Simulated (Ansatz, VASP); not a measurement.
**Two plane-wave programs on SnO2**

File POSCAR:

```
SnO2
1.0
    3.2088936286      0.0000000000      0.0000000000
   -1.6044468143      2.7789835148      0.0000000000
    0.0000000000      0.0000000000     10.7181399387
Sn O
2 4
Direct
    0.0000000000      0.0000000000      0.5000000000
    0.0000000000      0.0000000000      0.0000000000
    0.6666666667      0.3333333333      0.4058620000
    0.6666666667      0.3333333333      0.0941380000
    0.3333333333      0.6666666667      0.5941380000
    0.3333333333      0.6666666667      0.9058620000
```

INCAR.step1

```
SYSTEM = SnO2
PREC = Accurate
ENCUT = 520
ISMEAR = 0
SIGMA = 0.01
LREAL = .False.
LASPH = .True.
NELM = 80
NBANDS = 35
GGA = PE
ALGO = Normal
EDIFF = 1E-4
LWAVE = .True.
LCHARG = .False.
```

Contents of INCAR.step2:

```
SYSTEM = SnO2
PREC = Accurate
ENCUT = 520
EDIFF = 1E-6
ISMEAR = 0
SIGMA = 0.01
LREAL = .False.
LASPH = .True.
NELM = 80
ALGO = Normal
ISIF = 2
LWAVE = .False.
LCHARG = .True.
METAGGA = R2SCAN
LMIXTAU = .True.
IVDW = 12
VDW_S6 = 1.0
VDW_S8 = 0.78981345
VDW_A1 = 0.49484001
VDW_A2 = 5.73083694
LELF = .True.
LVHAR = .True.
NBANDS = 35
ISTART = 1
```

Contents of KPOINTS:

```
Automatic mesh
0
Gamma
  12 12 2
  0 0 0
```

Input for Ansatz:

```yaml
crystal:
  lattice:
    - [3.2088936285767446, 0.0, 0.0]
    - [-1.6044468142883723, 2.778983514760371, 0.0]
    - [0.0, 0.0, 10.718139938686578]
  atoms:
    - { symbol: Sn, position: [0.0, 0.0, 0.5] }
    - { symbol: Sn, position: [0.0, 0.0, 0.0] }
    - { symbol: O, position: [0.6666666666666666, 0.3333333333333333, 0.405862] }
    - { symbol: O, position: [0.6666666666666666, 0.3333333333333333, 0.094138] }
    - { symbol: O, position: [0.3333333333333333, 0.6666666666666666, 0.594138] }
    - { symbol: O, position: [0.3333333333333333, 0.6666666666666666, 0.905862] }
basis:
  ecutwfc: 600.0
kpoints:
  mp_grid:
    grid: [12, 12, 2]
hamiltonian:
  xc: r2scan
  dispersion: d3bj
scf:
  occupations:
    method: fixed
output:
  stress: true
```

Alike in both runs: task single point; functional r2SCAN; dispersion D3(BJ); k mesh 12 × 12 × 2; no spin polarisation.

|  | VASP | Ansatz |
| --- | --- | --- |
| version | VASP 6.6.1 | Ansatz 0.2.0 |
| potentials or method | VASP PAW PBE potentials, release 64 (Sn_d, O), cutoff 520 eV | plane waves, PAW |
| occupations | gaussian, width 0.01 eV | fixed |
| valence electrons in the cell | 52 | 52 |

```tsv
	VASP	Ansatz	Ansatz less VASP
pressure (GPa)	-3.5	-4.4	-0.91
traceless stress, the component that is largest in VASP (GPa)	0.55	1.06	+0.512
```

VASP's potentials were made for PBE, not for r2SCAN. Ansatz's warnings: dispersion damping borrowed.
